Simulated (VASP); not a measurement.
Input of a VASP 6.6.1 run:

INCAR

```
SYSTEM = AlGa3N4
PREC = Accurate
ENCUT = 520
EDIFF = 1E-6
ISMEAR = 0
SIGMA = 0.05
LREAL = .FALSE.
LASPH = .TRUE.
NELM = 60
ALGO = Normal
ISIF = 2
LWAVE = .FALSE.
LCHARG = .FALSE.
GGA = PS
NBANDS = 41
```

File KPOINTS:

```
Automatic mesh
0
G
  6 6 6
  0 0 0
```

Contents of POSCAR:

```
AlGa3N4
1.0
    4.4716853600      0.0000000000      0.0000000000
    0.0000000000      4.4716853600      0.0000000000
    0.0000000000      0.0000000000      4.4716853600
Al Ga N
1 3 4
Direct
   -0.0370343875      0.1663740490      0.0183393141
    0.4346025806      0.4878761447      0.0153813076
    0.5165350064     -0.0823061781      0.5298763297
   -0.0291301153      0.4382668724      0.4693746731
    0.7289580708      0.7780205610      0.1839229754
    0.7291217818      0.2370903924      0.7808461271
    0.3322011657      0.7763410745      0.7087317008
    0.3247458975      0.1983370840      0.2935275723
```

Potentials or basis: VASP PAW PBE potentials, release 64 (Al, Ga_d, N).

Command:

```bash
$ cat potpaw_PBE.64/Al/POTCAR potpaw_PBE.64/Ga_d/POTCAR potpaw_PBE.64/N/POTCAR > POTCAR
$ mpirun -np 1 vasp_std > vasp.out
```

(1) Predict the band gap on the k mesh.

(2) What does it give for the largest force?

Answers

(1) 0.23 eV (least direct gap 0.64 eV).

(2) 46.136 eV/Å.

Caveat: the cell differs from its parent crystal (atoms moved at random); atoms lie so close that the PAW spheres overlap strongly, which falsifies energies and pressures; semilocal functionals underestimate gaps, and a narrow one can read as zero; the PAW data sets were made with another functional, which shifts forces and pressure a little.
